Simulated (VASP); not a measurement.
# AlGa (Fd-3m) in VASP: single point with PBE

Aim: the single point of AlGa with PBE.

All numbers are computed with VASP 6.6.1; they aren't measurements. Logs are shortened: lines on timing, memory, paths and dates and some standing lists are left out, and cuts for length are marked.

## 1. The cell of the first run

The structure is cubic, space group Fd-3m (No. 227). The conventional cell has a = 6.450 Å, b = 6.450 Å, c = 6.450 Å, α = 90.00°, β = 90.00°, γ = 90.00°. Al (site symmetry -43m) has 4 Al at 2.79 Å and 10 Ga at 2.79 to 3.22 Å within 3.7 Å. Within 3.7 Å of Ga (site symmetry -43m) lie 4 Ga at 2.79 Å and 10 Al at 2.79 to 3.22 Å.

## 2. Single point, PBE

Contents of INCAR:

```
ALGO = Normal ; EDIFF = 1E-6
ENCUT = 520 ; GGA = PE
ISIF = 2 ; ISMEAR = 0
LASPH = T ; LCHARG = T
LELF = T ; LREAL = F
LVHAR = T ; LWAVE = F
NBANDS = 24 ; NELM = 80
PREC = Accurate ; SIGMA = 0.1
```

Contents of KPOINTS:

```
k-points
0
Gamma
  6 6 6
```

Contents of POSCAR:

```
AlGa
1.0
    0.0000000000      3.2248240500      3.2248240500
    3.2248240500      0.0000000000      3.2248240500
    3.2248240500      3.2248240500      0.0000000000
Al Ga
2 2
Direct
    0.0000000000      0.0000000000      0.0000000000
    0.2500000000      0.2500000000      0.2500000000
    0.5000000000      0.5000000000      0.5000000000
    0.7500000000      0.7500000000      0.7500000000
```

Potentials or basis: VASP PAW PBE potentials, release 64 (Al, Ga_d).

Run with:

```sh
$ cat potpaw_PBE.64/Al/POTCAR potpaw_PBE.64/Ga_d/POTCAR > POTCAR
$ mpirun -np 1 vasp_std > vasp.out
```

OUTCAR:

```text
EDIFF = 1E-6
   ENCUT = 520
   GGA = PE
   ISIF = 2
   ISMEAR = 0
   LASPH = T
   LREAL = F
   NELM = 80
   PREC = Accurate

 ion  position               nearest neighbor table
   1  0.000  0.000  0.000-   4 2.79   4 2.79   4 2.79   2 2.79   4 2.79   2 2.79   2 2.79   2 2.79

   2  0.250  0.250  0.250-   1 2.79   1 2.79   1 2.79   1 2.79   3 2.79   3 2.79   3 2.79   3 2.79

   3  0.500  0.500  0.500-   2 2.79   2 2.79   2 2.79   2 2.79   4 2.79   4 2.79   4 2.79   4 2.79

   4  0.750  0.750  0.750-   3 2.79   3 2.79   3 2.79   1 2.79   3 2.79   1 2.79   1 2.79   1 2.79

  LATTYP: Found a face centered cubic cell.
 ALAT       =     6.4496481000

  Lattice vectors:

 A1 = (   0.0000000000,   3.2248240500,   3.2248240500)
 A2 = (   3.2248240500,   0.0000000000,   3.2248240500)
 A3 = (   3.2248240500,   3.2248240500,   0.0000000000)

Analysis of symmetry for initial positions (statically):
=====================================================================
 Subroutine PRICEL returns:
 Original cell was already a primitive cell.

 Routine SETGRP: Setting up the symmetry group for a
 face centered cubic supercell.

 Subroutine GETGRP returns: Found 48 space group operations
 (whereof 24 operations were pure point group operations)
 out of a pool of 48 trial point group operations.

The static configuration has the point symmetry T_d .
 The point group associated with its full space group is O_h .

Analysis of symmetry for dynamics (positions and initial velocities):
=====================================================================
 Subroutine PRICEL returns:
 Original cell was already a primitive cell.

 Routine SETGRP: Setting up the symmetry group for a
 face centered cubic supercell.

 Subroutine GETGRP returns: Found 48 space group operations
 (whereof 24 operations were pure point group operations)
 out of a pool of 48 trial point group operations.

The dynamic configuration has the point symmetry T_d .
 The point group associated with its full space group is O_h .

 Subroutine INISYM returns: Found 48 space group operations
 (whereof 24 operations are pure point group operations),
 and found     1 'primitive' translations

----------------------------------------------------------------------------------------

                                     Primitive cell

  volume of cell :      67.0731

  direct lattice vectors                    reciprocal lattice vectors
     0.000000000  3.224824050  3.224824050    -0.155047219  0.155047219  0.155047219
     3.224824050  0.000000000  3.224824050     0.155047219 -0.155047219  0.155047219
     3.224824050  3.224824050  0.000000000     0.155047219  0.155047219 -0.155047219

  length of vectors
     4.560589908  4.560589908  4.560589908     0.268549660  0.268549660  0.268549660

  position of ions in fractional coordinates (direct lattice)
     0.000000000  0.000000000  0.000000000
     0.250000000  0.250000000  0.250000000
     0.500000000  0.500000000  0.500000000
     0.750000000  0.750000000  0.750000000

  ion indices of the primitive-cell ions
   primitive index   ion index
                 1           1
                 2           2
                 3           3
                 4           4

----------------------------------------------------------------------------------------

 KPOINTS: k-points

Automatic generation of k-mesh.
 Grid dimensions read from file:
 generate k-points for:    6    6    6

 Generating k-lattice:

  Cartesian coordinates                     Fractional coordinates (reciprocal lattice)
    -0.025841203  0.025841203  0.025841203     0.166666667  0.000000000  0.000000000
     0.025841203 -0.025841203  0.025841203     0.000000000  0.166666667  0.000000000
     0.025841203  0.025841203 -0.025841203     0.000000000  0.000000000  0.166666667

  Length of vectors
     0.044758277  0.044758277  0.044758277

  Shift w.r.t. Gamma in fractional coordinates (k-lattice)
     0.000000000  0.000000000  0.000000000

 Subroutine IBZKPT returns following result:
 ===========================================

 Found     16 irreducible k-points:

 Following reciprocal coordinates:
            Coordinates               Weight
  0.000000  0.000000  0.000000      1.000000
  0.166667  0.000000  0.000000      8.000000
  0.333333  0.000000  0.000000      8.000000
  0.500000  0.000000  0.000000      4.000000
  0.166667  0.166667  0.000000      6.000000
  0.333333  0.166667  0.000000     24.000000
[... 8 lines left out ...]
 -0.333333  0.333333  0.166667     24.000000
 -0.333333  0.500000  0.166667     12.000000
   k-points           NKPTS =     16   k-points in BZ     NKDIM =     16   number of bands    NBANDS=     24
   number of dos      NEDOS =    301   number of ions     NIONS =      4
   total plane-waves  NPLWV =  46656
   dimension x,y,z NGX =    36 NGY =   36 NGZ =   36
   dimension x,y,z NGXF=    72 NGYF=   72 NGZF=   72
   ions per type =               2   2
   NGX,Y,Z   is equivalent  to a cutoff of  13.12, 13.12, 13.12 a.u.
   NGXF,Y,Z  is equivalent  to a cutoff of  26.25, 26.25, 26.25 a.u.
 SYSTEM =  unknown system
   PREC   = accura    normal or accurate (medium, high low for compatibility)
   ISTART =      0    job   : 0-new  1-cont  2-samecut
   ICHARG =      2    charge: 1-file 2-atom 10-const
   ISPIN  =      1    spin polarized calculation?
   LNONCOLLINEAR =      F non collinear calculations
   LSORBIT =      F    spin-orbit coupling
   LASPH  =      T    aspherical Exc in radial PAW
   ENCUT  =  520.0 eV  38.22 Ry    6.18 a.u.   8.48  8.48  8.48*2*pi/ulx,y,z
   NELM   =     80;   NELMIN=  2; NELMDL= -5     # of ELM steps
   EDIFF  = 0.1E-05   stopping-criterion for ELM
   LREAL  =      F    real-space projection
   EDIFFG = 0.1E-04   stopping-criterion for IOM
   NSW    =      0    number of steps for IOM
   IBRION =     -1    ionic relax: 0-MD 1-quasi-New 2-CG
   NFREE  =      0    steps in history (QN), initial steepest desc. (CG)
   ISIF   =      2    stress and relaxation
   ISYM   =      2    0-nonsym 1-usesym 2-fastsym
   POTIM  = 0.5000    time-step for ionic-motion
   TEBEG  =    0.0;   TEEND  =   0.0 temperature during run
   PSTRESS=    0.0 pullay stress
   NELECT =      32.0000    total number of electrons
   NUPDOWN=      -1.0000    fix difference up-down
   EMIN   =  10.00;   EMAX   =-10.00  energy-range for DOS
   EFERMI =   0.00;   METHOD = LEGACY
   ISMEAR =     0;   SIGMA  =   0.10  broadening in eV -4-tet -1-fermi 0-gaus
   EFERMI_NEDOS =   21; number of points for ismear=-14 and -15
   IALGO  =     38    algorithm
   IMIX   =      4    mixing-type and parameters
     AMIX     =   0.40;   BMIX     =  1.00
     AMIX_MAG =   1.60;   BMIX_MAG =  1.00
  volume/ion in A,a.u.               =      16.77       113.16
  Fermi-wavevector in a.u.,A,eV,Ry     =   1.279211  2.417358 22.264307  1.636380
  Thomas-Fermi vector in A             =   2.411709
   LORBIT       =      0    0 simple, 1 ext, 2 COOP (PROOUT), +10 PAW based schemes
   GGA     = PE    functional components
   LHFCALC =     F    Hartree Fock is set to
   AEXX    =    0.0000 exact exchange contribution
   IVDW    =     0    specifies the selected vdW correction
   LEPSILON=     F    determine dielectric tensor
   LRPA    =     F    only Hartree local field effects (RPA)
 non-spin polarized calculation
 Gauss-broadening in eV      SIGMA  =   0.10
  energy-cutoff  :      520.00
  volume of cell :       67.07
 maximum number of plane-waves:      1821
 NGX is ok and might be reduce to    36
   NGX = 17   NGY = 17   NGZ = 17

 number of electron      31.9999997 magnetization

 Free energy of the ion-electron system (eV)
  ---------------------------------------------------
  ext. energy  EPLUGINS =         0.00000000
  ---------------------------------------------------
  free energy    TOTEN  =       -12.79469660 eV

  energy without entropy =      -12.77427239  energy(sigma->0) =      -12.78448449

 E-fermi :   7.3526     XC(G=0): -10.8837

 val. band max:        7.3454818380   @ k =  -0.1667   0.1667   0.0000
 cond. band min:       7.3679638322   @ k =  -0.3333   0.1667   0.0000
 fundamental gap:      0.0224819941
 Fermi energy:         7.3526270888

 k-point     1 :       0.0000    0.0000    0.0000
  band No.  band energies     occupation
      1      -7.7240      2.00000
      2      -7.7240      2.00000
      3      -7.7240      2.00000
      4      -7.7043      2.00000
      5      -7.7043      2.00000
      6      -7.5461      2.00000
[... 16 lines left out ...]
     23      11.5669      0.00000
     24      11.6054      0.00000

 k-point     2 :       0.1667    0.0000    0.0000
  band No.  band energies     occupation
      1      -7.7372      2.00000
      2      -7.7372      2.00000
      3      -7.7223      2.00000
      4      -7.6856      2.00000
      5      -7.6856      2.00000
      6      -7.5500      2.00000
[... 16 lines left out ...]
     23      13.1243      0.00000
     24      13.2534      0.00000

 k-point     3 :       0.3333    0.0000    0.0000
  band No.  band energies     occupation
      1      -7.7429      2.00000
      2      -7.7429      2.00000
      3      -7.7206      2.00000
      4      -7.6742      2.00000
      5      -7.6742      2.00000
      6      -7.5575      2.00000
[... 16 lines left out ...]
     23      15.5137      0.00000
     24      15.9338      0.00000
[... 298 lines left out ...]
 k-point    15 :      -0.3333    0.3333    0.1667
  band No.  band energies     occupation
      1      -7.7729      2.00000
      2      -7.7605      2.00000
      3      -7.6857      2.00000
      4      -7.6447      2.00000
      5      -7.6180      2.00000
      6      -7.6159      2.00000
[... 16 lines left out ...]
     23      15.8523      0.00000
     24      16.0540      0.00000

 k-point    16 :      -0.3333    0.5000    0.1667
  band No.  band energies     occupation
      1      -7.7670      2.00000
      2      -7.7670      2.00000
      3      -7.6746      2.00000
      4      -7.6746      2.00000
      5      -7.6042      2.00000
      6      -7.6042      2.00000
[... 16 lines left out ...]
     23      14.9939      0.00000
     24      14.9939      0.00000

------------------------ aborting loop because EDIFF is reached ----------------------------------------

  FORCE on cell =-STRESS in cart. coord.  units (eV):
  Direction    XX          YY          ZZ          XY          YZ          ZX
  --------------------------------------------------------------------------------------
  -------------------------------------------------------------------------------------
  Total        2.4761648      2.4761648      2.4761648     -0.0000000      0.0000000      0.0000000
  in kB       59.1482712     59.1482712     59.1482712     -0.0000000      0.0000000      0.0000000
  external PRESSURE =      59.1482712 kB  Pullay stress =       0.0000000 kB

 VOLUME and BASIS-vectors are now :
 -----------------------------------------------------------------------------
  energy-cutoff  :      520.00
  volume of cell :       67.07
      direct lattice vectors                 reciprocal lattice vectors
     0.000000000  3.224824050  3.224824050    -0.155047219  0.155047219  0.155047219
     3.224824050  0.000000000  3.224824050     0.155047219 -0.155047219  0.155047219
     3.224824050  3.224824050  0.000000000     0.155047219  0.155047219 -0.155047219

 POSITION                                       TOTAL-FORCE (eV/Angst)
 -----------------------------------------------------------------------------------
      0.00000      0.00000      0.00000        -0.000000     -0.000000     -0.000000
      1.61241      1.61241      1.61241         0.000000      0.000000      0.000000
      3.22482      3.22482      3.22482         0.000000      0.000000      0.000000
      4.83724      4.83724      4.83724        -0.000000     -0.000000     -0.000000
 -----------------------------------------------------------------------------------
    total drift:                                0.000000      0.000000      0.000000

  FREE ENERGIE OF THE ION-ELECTRON SYSTEM (eV)
  ---------------------------------------------------
  free  energy   TOTEN  =       -12.7946965962 eV

  energy  without entropy=      -12.7742723920  energy(sigma->0) =      -12.78448449
```

It took 20 s on 1 thread of Intel Xeon Platinum 8375C at 2.90GHz (Ice Lake), shared host; peak memory 0.2 GiB.

What came out:

```yaml
Free_energy: -12.7947 eV
Pressure: 5.9 GPa
Band_gap_on_the_k_mesh: zero (band 16 reaches 8.48 eV, above the bottom of band 17 at 5.99 eV)
```
